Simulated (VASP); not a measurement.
# MoS2 (P6_3/mmc) in VASP: notebook

The runs below take MoS2 through single point, with PBE, LDA, PBEsol.

Everything below comes from runs of VASP 6.6.1. Logs are shortened: lines on timing, memory, paths and dates and some standing lists are left out, and cuts for length are marked.

**Measured values to compare with.**

“Multiwavelength excitation Raman Scattering Analysis of bulk and 2 dimensional MoS2: Vibrational properties of atomically thin MoS2 layers”, 2015, arxiv:1506.03228 reports, for a bulk crystal of MoS2 at 300 K: band gap 1.3 eV (indirect).

The runs below are set against these values where they give the same quantity.

**1. The cell of the first run**

The structure is hexagonal, space group P6_3/mmc (No. 194). Conventional cell: a = 3.169 Å, b = 3.169 Å, c = 12.324 Å, α = 90.00°, β = 90.00°, γ = 120.00°. Within 3.2 Å of Mo (site symmetry -6m2) lie 6 S at 2.41 Å and 6 Mo at 3.17 Å. S (site symmetry 3m) has 3 Mo at 2.41 Å and 7 S at 3.13 to 3.17 Å within 3.2 Å.

**2. Single point, PBE**

INCAR

```
SYSTEM = MoS2
  PREC = Accurate
  ENCUT = 520
  EDIFF = 1E-7
  ISMEAR = 0
  SIGMA = 0.01
  LREAL = .False.
  LASPH = .True.
  NELM = 100
  ALGO = Normal
  ISIF = 2
  LWAVE = .False.
  LCHARG = .False.
  GGA = PE
  NBANDS = 35
```

KPOINTS

```
Automatic mesh
0
Gamma
  6 6 2
  0 0 0
```

POSCAR

```
MoS2
1.0
    3.1690000000      0.0000000000      0.0000000000
   -1.5845000000      2.7444345046      0.0000000000
    0.0000000000      0.0000000000     12.3240000000
Mo S
2 4
Direct
    0.6666666667      0.3333333333      0.7500000000
    0.3333333333      0.6666666667      0.2500000000
    0.6666666667      0.3333333333      0.3770000000
    0.3333333333      0.6666666667      0.8770000000
    0.6666666667      0.3333333333      0.1230000000
    0.3333333333      0.6666666667      0.6230000000
```

Potentials or basis: VASP PAW PBE potentials, release 64 (Mo_sv, S).

Launch:

```
$ cat potpaw_PBE.64/Mo_sv/POTCAR potpaw_PBE.64/S/POTCAR > POTCAR
$ mpirun -np 1 vasp_std > vasp.out
```

OUTCAR:

```text
SYSTEM = MoS2
   PREC = Accurate
   ENCUT = 520
   EDIFF = 1E-7
   ISMEAR = 0
   LREAL = .False.
   LASPH = .True.
   NELM = 100
   ISIF = 2
   GGA = PE

 ion  position               nearest neighbor table
   1  0.667  0.333  0.750-   4 2.41   6 2.41   4 2.41   6 2.41   4 2.41   6 2.41
   2  0.333  0.667  0.250-   3 2.41   5 2.41   3 2.41   5 2.41   3 2.41   5 2.41
   3  0.667  0.333  0.377-   2 2.41   2 2.41   2 2.41
   4  0.333  0.667  0.877-   1 2.41   1 2.41   1 2.41
   5  0.667  0.333  0.123-   2 2.41   2 2.41   2 2.41
   6  0.333  0.667  0.623-   1 2.41   1 2.41   1 2.41

  LATTYP: Found a hexagonal cell.
 ALAT       =     3.1690000000
 C/A-ratio  =     3.8889239508

  Lattice vectors:

 A1 = (   3.1690000000,   0.0000000000,   0.0000000000)
 A2 = (  -1.5845000000,   2.7444345046,   0.0000000000)
 A3 = (   0.0000000000,   0.0000000000,  12.3240000000)

Analysis of symmetry for initial positions (statically):
=====================================================================
 Subroutine PRICEL returns:
 Original cell was already a primitive cell.

 Routine SETGRP: Setting up the symmetry group for a
 hexagonal supercell.

 Subroutine GETGRP returns: Found 24 space group operations
 (whereof 12 operations were pure point group operations)
 out of a pool of 24 trial point group operations.

The static configuration has the point symmetry D_3d.
 The point group associated with its full space group is D_6h.

Analysis of symmetry for dynamics (positions and initial velocities):
=====================================================================
 Subroutine PRICEL returns:
 Original cell was already a primitive cell.

 Routine SETGRP: Setting up the symmetry group for a
 hexagonal supercell.

 Subroutine GETGRP returns: Found 24 space group operations
 (whereof 12 operations were pure point group operations)
 out of a pool of 24 trial point group operations.

The dynamic configuration has the point symmetry D_3d.
 The point group associated with its full space group is D_6h.

 Subroutine INISYM returns: Found 24 space group operations
 (whereof 12 operations are pure point group operations),
 and found     1 'primitive' translations

----------------------------------------------------------------------------------------

                                     Primitive cell

  volume of cell :     107.1832

  direct lattice vectors                    reciprocal lattice vectors
     3.169000000  0.000000000  0.000000000     0.315556958  0.182186895  0.000000000
    -1.584500000  2.744434505  0.000000000     0.000000000  0.364373789  0.000000000
     0.000000000  0.000000000 12.324000000     0.000000000  0.000000000  0.081142486

  length of vectors
     3.169000000  3.169000000 12.324000000     0.364373789  0.364373789  0.081142486

  position of ions in fractional coordinates (direct lattice)
     0.666666667  0.333333333  0.750000000
     0.333333333  0.666666667  0.250000000
     0.666666667  0.333333333  0.377000000
     0.333333333  0.666666667  0.877000000
     0.666666667  0.333333333  0.123000000
     0.333333333  0.666666667  0.623000000

  ion indices of the primitive-cell ions
   primitive index   ion index
                 1           1
                 2           2
                 3           3
                 4           4
                 5           5
                 6           6

----------------------------------------------------------------------------------------

 KPOINTS: Automatic mesh

Automatic generation of k-mesh.
 Grid dimensions read from file:
 generate k-points for:    6    6    2

 Generating k-lattice:

  Cartesian coordinates                     Fractional coordinates (reciprocal lattice)
     0.052592826  0.030364482  0.000000000     0.166666667  0.000000000  0.000000000
     0.000000000  0.060728965  0.000000000     0.000000000  0.166666667  0.000000000
     0.000000000  0.000000000  0.040571243     0.000000000  0.000000000  0.500000000

  Length of vectors
     0.060728965  0.060728965  0.040571243

  Shift w.r.t. Gamma in fractional coordinates (k-lattice)
     0.000000000  0.000000000  0.000000000

 Subroutine IBZKPT returns following result:
 ===========================================

 Found     14 irreducible k-points:

 Following reciprocal coordinates:
            Coordinates               Weight
  0.000000  0.000000  0.000000      1.000000
  0.166667 -0.000000  0.000000      6.000000
  0.333333 -0.000000  0.000000      6.000000
  0.500000 -0.000000  0.000000      3.000000
  0.166667  0.166667  0.000000      6.000000
  0.333333  0.166667  0.000000     12.000000
  0.333333  0.333333  0.000000      2.000000
  0.000000  0.000000  0.500000      1.000000
  0.166667 -0.000000  0.500000      6.000000
  0.333333 -0.000000  0.500000      6.000000
  0.500000 -0.000000  0.500000      3.000000
  0.166667  0.166667  0.500000      6.000000
  0.333333  0.166667  0.500000     12.000000
  0.333333  0.333333  0.500000      2.000000
   k-points           NKPTS =     14   k-points in BZ     NKDIM =     14   number of bands    NBANDS=     35
   number of dos      NEDOS =    301   number of ions     NIONS =      6
   total plane-waves  NPLWV =  55296
   dimension x,y,z NGX =    24 NGY =   24 NGZ =   96
   dimension x,y,z NGXF=    48 NGYF=   48 NGZF=  192
   ions per type =               2   4
   NGX,Y,Z   is equivalent  to a cutoff of  12.59, 12.59, 12.95 a.u.
   NGXF,Y,Z  is equivalent  to a cutoff of  25.18, 25.18, 25.90 a.u.
 SYSTEM =  MoS2
   PREC   = accura    normal or accurate (medium, high low for compatibility)
   ISTART =      0    job   : 0-new  1-cont  2-samecut
   ICHARG =      2    charge: 1-file 2-atom 10-const
   ISPIN  =      1    spin polarized calculation?
   LNONCOLLINEAR =      F non collinear calculations
   LSORBIT =      F    spin-orbit coupling
   LASPH  =      T    aspherical Exc in radial PAW
   ENCUT  =  520.0 eV  38.22 Ry    6.18 a.u.   5.89  5.89 22.91*2*pi/ulx,y,z
   NELM   =    100;   NELMIN=  2; NELMDL= -5     # of ELM steps
   EDIFF  = 0.1E-06   stopping-criterion for ELM
   LREAL  =      F    real-space projection
   EDIFFG = 0.1E-05   stopping-criterion for IOM
   NSW    =      0    number of steps for IOM
   IBRION =     -1    ionic relax: 0-MD 1-quasi-New 2-CG
   NFREE  =      0    steps in history (QN), initial steepest desc. (CG)
   ISIF   =      2    stress and relaxation
   ISYM   =      2    0-nonsym 1-usesym 2-fastsym
   POTIM  = 0.5000    time-step for ionic-motion
   TEBEG  =    0.0;   TEEND  =   0.0 temperature during run
   PSTRESS=    0.0 pullay stress
   NELECT =      52.0000    total number of electrons
   NUPDOWN=      -1.0000    fix difference up-down
   EMIN   =  10.00;   EMAX   =-10.00  energy-range for DOS
   EFERMI =   0.00;   METHOD = LEGACY
   ISMEAR =     0;   SIGMA  =   0.01  broadening in eV -4-tet -1-fermi 0-gaus
   EFERMI_NEDOS =   21; number of points for ismear=-14 and -15
   IALGO  =     38    algorithm
   IMIX   =      4    mixing-type and parameters
     AMIX     =   0.40;   BMIX     =  1.00
     AMIX_MAG =   1.60;   BMIX_MAG =  1.00
  volume/ion in A,a.u.               =      17.86       120.55
  Fermi-wavevector in a.u.,A,eV,Ry     =   1.286373  2.430893 22.514325  1.654756
  Thomas-Fermi vector in A             =   2.418452
   LORBIT       =      0    0 simple, 1 ext, 2 COOP (PROOUT), +10 PAW based schemes
   GGA     = PE    functional components
   LHFCALC =     F    Hartree Fock is set to
   AEXX    =    0.0000 exact exchange contribution
   IVDW    =     0    specifies the selected vdW correction
   LEPSILON=     F    determine dielectric tensor
   LRPA    =     F    only Hartree local field effects (RPA)
 non-spin polarized calculation
 Gauss-broadening in eV      SIGMA  =   0.01
  energy-cutoff  :      520.00
  volume of cell :      107.18
 maximum number of plane-waves:      2908
 NGX is ok and might be reduce to    24
   NGX = 11   NGY = 11   NGZ = 45

 number of electron      51.9999997 magnetization

 Free energy of the ion-electron system (eV)
  ---------------------------------------------------
  ext. energy  EPLUGINS =         0.00000000
  ---------------------------------------------------
  free energy    TOTEN  =       -43.61355936 eV

  energy without entropy =      -43.61355936  energy(sigma->0) =      -43.61355936

 E-fermi :   7.6198     XC(G=0): -10.8172

 val. band max:        7.4837570123   @ k =   0.0000   0.0000   0.0000
 cond. band min:       8.3838780565   @ k =   0.1667   0.1667   0.0000
 fundamental gap:      0.9001210441
 Fermi energy:         7.6198139103

 k-point     1 :       0.0000    0.0000    0.0000
  band No.  band energies     occupation
      1     -54.0195      2.00000
      2     -54.0195      2.00000
      3     -28.1708      2.00000
      4     -28.1707      2.00000
      5     -27.9483      2.00000
      6     -27.9483      2.00000
[... 27 lines left out ...]
     34       9.9302      0.00000
     35      13.0545      0.00000

 k-point     2 :       0.1667   -0.0000    0.0000
  band No.  band energies     occupation
      1     -54.0096      2.00000
      2     -54.0096      2.00000
      3     -28.1513      2.00000
      4     -28.1512      2.00000
      5     -28.0472      2.00000
      6     -28.0472      2.00000
[... 27 lines left out ...]
     34      10.2694      0.00000
     35      14.5467      0.00000

 k-point     3 :       0.3333   -0.0000    0.0000
  band No.  band energies     occupation
      1     -53.9898      2.00000
      2     -53.9898      2.00000
      3     -28.2405      2.00000
      4     -28.2405      2.00000
      5     -28.1122      2.00000
      6     -28.1121      2.00000
[... 27 lines left out ...]
     34      11.0935      0.00000
     35      14.1537      0.00000
[... 343 lines left out ...]
 k-point    13 :       0.3333    0.1667    0.5000
  band No.  band energies     occupation
      1     -53.9799      2.00000
      2     -53.9799      2.00000
      3     -28.2868      2.00000
      4     -28.2868      2.00000
      5     -28.0925      2.00000
      6     -28.0925      2.00000
[... 27 lines left out ...]
     34      11.3039      0.00000
     35      14.0544      0.00000

 k-point    14 :       0.3333    0.3333    0.5000
  band No.  band energies     occupation
      1     -53.9749      2.00000
      2     -53.9749      2.00000
      3     -28.2396      2.00000
      4     -28.2396      2.00000
      5     -28.1957      2.00000
      6     -28.1957      2.00000
[... 27 lines left out ...]
     34      11.6752      0.00000
     35      14.1712      0.00000

------------------------ aborting loop because EDIFF is reached ----------------------------------------

  FORCE on cell =-STRESS in cart. coord.  units (eV):
  Direction    XX          YY          ZZ          XY          YZ          ZX
  --------------------------------------------------------------------------------------
  -------------------------------------------------------------------------------------
  Total        1.1600899      1.1600899      1.4173909      0.0000000      0.0000000     -0.0000000
  in kB       17.3410520     17.3410520     21.1871932      0.0000000      0.0000000     -0.0000000
  external PRESSURE =      18.6230991 kB  Pullay stress =       0.0000000 kB

 VOLUME and BASIS-vectors are now :
 -----------------------------------------------------------------------------
  energy-cutoff  :      520.00
  volume of cell :      107.18
      direct lattice vectors                 reciprocal lattice vectors
     3.169000000  0.000000000  0.000000000     0.315556958  0.182186895  0.000000000
    -1.584500000  2.744434505  0.000000000     0.000000000  0.364373789  0.000000000
     0.000000000  0.000000000 12.324000000     0.000000000  0.000000000  0.081142486

 POSITION                                       TOTAL-FORCE (eV/Angst)
 -----------------------------------------------------------------------------------
      1.58450      0.91481      9.24300         0.000000      0.000000      0.000000
     -0.00000      1.82962      3.08100        -0.000000     -0.000000      0.000000
      1.58450      0.91481      4.64615         0.000000     -0.000000     -0.074047
     -0.00000      1.82962     10.80815        -0.000000      0.000000     -0.074047
      1.58450      0.91481      1.51585         0.000000     -0.000000      0.074047
     -0.00000      1.82962      7.67785        -0.000000      0.000000      0.074047
 -----------------------------------------------------------------------------------
    total drift:                               -0.000000      0.000000     -0.000000

  FREE ENERGIE OF THE ION-ELECTRON SYSTEM (eV)
  ---------------------------------------------------
  free  energy   TOTEN  =       -43.6135593559 eV

  energy  without entropy=      -43.6135593559  energy(sigma->0) =      -43.61355936
```

It took 61 s on 1 thread of Intel Xeon 8259CL, shared host; peak memory 0.23 GiB.

What came out:

| Item | Value |
| --- | --- |
| Free energy | -43.6136 eV |
| Pressure | 1.9 GPa |
| Largest force | 0.074 eV/Å |
| Band gap on the k mesh | 0.90 eV (least direct gap 1.66 eV) |

Forces on the atoms (eV/Å):
```
Mo   0.000  0.000  0.000
Mo   0.000  0.000  0.000
S    0.000  0.000 -0.074
S    0.000  0.000 -0.074
S    0.000  0.000  0.074
S    0.000  0.000  0.074
```

Levels at points of the mesh, in eV from the valence-band top:
| k point | band 23 | band 24 | band 25 | band 26 | band 27 | band 28 | band 29 | band 30 |
| --- | --- | --- | --- | --- | --- | --- | --- | --- |
| (0.00, 0.00, 0.00) | -2.12 | -1.18 | -1.14 | 0.00 | 2.11 | 2.11 | 2.14 | 2.14 |
| (0.50, 0.00, 0.00) | -1.72 | -1.52 | -1.39 | -1.26 | 1.62 | 1.66 | 2.01 | 2.27 |
| (0.00, 0.00, 0.50) | -2.14 | -2.14 | -0.26 | -0.26 | 2.12 | 2.12 | 2.12 | 2.12 |
| (0.50, 0.00, 0.50) | -1.62 | -1.62 | -1.32 | -1.32 | 1.64 | 1.64 | 2.15 | 2.15 |

Caveat: this functional lacks dispersion, which binds the layers, so the pressure and a relaxed spacing across them are unreliable. As with any semilocal functional, this PBE gap is likely too small.

**3. Single point, PBE**

INCAR

```
SYSTEM = MoS2
ALGO = Normal
EDIFF = 1E-6
ENCUT = 520
GGA = PE
ISIF = 2
ISMEAR = 0
LASPH = .TRUE.
LCHARG = .TRUE.
LELF = .TRUE.
LREAL = .FALSE.
LVHAR = .TRUE.
LWAVE = .FALSE.
NBANDS = 35
NELM = 100
PREC = Accurate
SIGMA = 0.013000000000000001
```

KPOINTS

```
k-points
0
G
  10 10 3
  0 0 0
```

POSCAR is that of step 2.

Potentials or basis: VASP PAW PBE potentials, release 64 (Mo_sv, S).

Launch:

```
$ cat potpaw_PBE.64/Mo_sv/POTCAR potpaw_PBE.64/S/POTCAR > POTCAR
$ mpirun -np 1 vasp_std > vasp.out
```

It took 1.9 min on 1 thread of Intel Xeon 8259CL, shared host; peak memory 0.27 GiB.

It converged, with:

| Item | Value |
| --- | --- |
| Free energy | -43.6142 eV |
| Pressure | 1.8 GPa |
| Largest force | 0.078 eV/Å |
| Band gap on the k mesh | 0.94 eV (least direct gap 1.87 eV) |

Forces in eV/Å, atoms in the order of the input:
```
Mo   0.000  0.000  0.000
Mo   0.000  0.000  0.000
S    0.000  0.000 -0.078
S    0.000  0.000 -0.078
S    0.000  0.000  0.078
S    0.000  0.000  0.078
```

Stress tensor (GPa, compression positive):
```
1.73 0.00 0.00
0.00 1.73 0.00
0.00 0.00 2.09
```

Levels at points of the mesh, in eV from the valence-band top:
| k point | band 24 | band 25 | band 26 | band 27 | band 28 | band 29 |
| --- | --- | --- | --- | --- | --- | --- |
| (0.00, 0.00, 0.00) | -1.18 | -1.14 | 0.00 | 2.11 | 2.11 | 2.14 |
| (0.50, 0.00, 0.00) | -1.52 | -1.39 | -1.27 | 1.61 | 1.66 | 2.01 |

Caveat: an odd mesh through Γ misses points on the zone boundary, where band edges can lie; this functional lacks dispersion, which binds the layers, so the pressure and a relaxed spacing across them are unreliable.

(Part 1 of 2 ends here.)
